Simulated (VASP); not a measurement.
Here is a VASP 6.6.1 calculation.

The input INCAR:

```
  PREC = Accurate
  ENCUT = 520
  EDIFF = 1E-7
  ISMEAR = 0
  SIGMA = 0.15
  LREAL = F
  LASPH = T
  NELM = 80
  ALGO = Normal
  ISIF = 2
  LWAVE = F
  LCHARG = F
  NBANDS = 50
```

Contents of KPOINTS:

```
regular mesh
0
Gamma
  9 9 8
```

The input POSCAR:

```
Ta2N
1.0
    5.0963826899      0.0000000000      0.0000000000
   -2.5481913449      4.4135968768      0.0000000000
    0.0000000000      0.0000000000      5.1407212193
Ta N
6 3
Direct
    0.6310702833      0.6310702833      0.7526041962
    0.0000000000      0.3689297167      0.7526041962
    0.3689297167      0.0000000000      0.7526041962
    0.3689297167      0.3689297167      0.2473958038
    0.0000000000      0.6310702833      0.2473958038
    0.6310702833      0.0000000000      0.2473958038
    0.6666666667      0.3333333333      0.5000000000
    0.3333333333      0.6666666667      0.5000000000
    0.0000000000      0.0000000000      0.0000000000
```

Potentials or basis: VASP PAW LDA potentials, release 64 (Ta_pv, N).

Launch:

```console
$ cat potpaw_LDA.64/Ta_pv/POTCAR potpaw_LDA.64/N/POTCAR > POTCAR
$ mpirun -np 1 vasp_std > vasp.out
```

(1) What does it give for the pressure?

(2) What does it give for the largest force?

Results:

(1) 11.2 GPa.

(2) 5.180 eV/Å.

Caveat: forces of over 1 eV/Å act on the atoms, so gaps and moduli don't describe the material at rest.
